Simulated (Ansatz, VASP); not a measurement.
## Be3Te4Ir: VASP beside Ansatz

```
CELL_PARAMETERS angstrom
5.57523 0.00000 0.00000
0.00000 5.57523 0.00000
0.00000 0.00000 5.57523
ATOMIC_POSITIONS crystal
Be 0.50000 0.00000 0.00000
Be 0.00000 0.50000 0.00000
Be 0.00000 0.00000 0.50000
Te 0.27438 0.27438 0.27438
Te 0.27438 0.72562 0.72562
Te 0.72562 0.72562 0.27438
Te 0.72562 0.27438 0.72562
Ir 0.00000 0.00000 0.00000
```

Alike in both runs: functional PBE; k mesh 4 × 4 × 4; occupations gaussian, width 0.1 eV; no spin polarisation.

Ansatz relaxed the structure, and its values are those at the end. VASP's run is a single point on that final structure, the one shown.

```csv
,VASP,Ansatz
version,VASP 6.6.1,Ansatz 0.2.0
potentials or method,"VASP PAW PBE potentials, release 64 (Be, Te, Ir), cutoff 520 eV","scalar-relativistic, plane waves, PAW"
valence electrons in the cell,39,87
```

|  | VASP | Ansatz | Ansatz less VASP |
| --- | --- | --- | --- |
| gap on the k mesh at the Fermi level (eV) | none | none | - |
| pressure (GPa) | -0.1 | -0.2 | -0.07 |
| rms of the force components (eV/Å) | 0.019 | 0.010 | -0.0092 |

A gap of «none» marks a metal or a gap that the smearing closes. With one functional, cell and mesh, what is left measures potentials, basis and numerics. VASP's potentials hold 39 valence electrons a cell and Ansatz's 87, so a difference there can come from the potentials and not from the codes.

Spin-orbit coupling is off throughout.
